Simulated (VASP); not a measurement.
A run of VASP 6.6.1 is set up as follows.

The input INCAR:

```
  PREC = Accurate
  ENCUT = 520
  EDIFF = 1E-7
  ISMEAR = 0
  SIGMA = 0.02
  LREAL = False
  LASPH = True
  NELM = 60
  ALGO = Normal
  ISIF = 2
  LWAVE = False
  LCHARG = False
  GGA = PE
  NBANDS = 20
```

KPOINTS

```
regular mesh
0
Gamma
  12 12 12
```

File POSCAR:

```
WS2
1.0
    1.5938737115      0.9202234164      7.4744429926
   -1.5938737115      0.9202234164      7.4744429926
    0.0000000000     -1.8404468328      7.4744429926
W S
1 2
Direct
    0.0006774473      0.0006774473      0.0006774473
    0.4040743331      0.4040743331      0.4040743331
    0.2639482196      0.2639482196      0.2639482196
```

Potentials or basis: VASP PAW PBE potentials, release 64 (W_sv, S).

Launch:

```console
$ cat potpaw_PBE.64/W_sv/POTCAR potpaw_PBE.64/S/POTCAR > POTCAR
$ mpirun -np 1 vasp_std > vasp.out
```

Q: What does it give for the pressure?

A: 0.0 GPa.

Q: Predict the largest force.

A: 0.004 eV/Å.

Q: What does it give for the band gap on the k mesh?

A: 1.65 eV (least direct gap 1.81 eV).

Forces in eV/Å, atoms in the order of the input:
```
W    0.000  0.000  0.000
S    0.000  0.000  0.004
S    0.000  0.000 -0.004
```

Caveat: spin-orbit coupling is left out, which moves the levels of the heavy elements. A k mesh can miss the band edges.
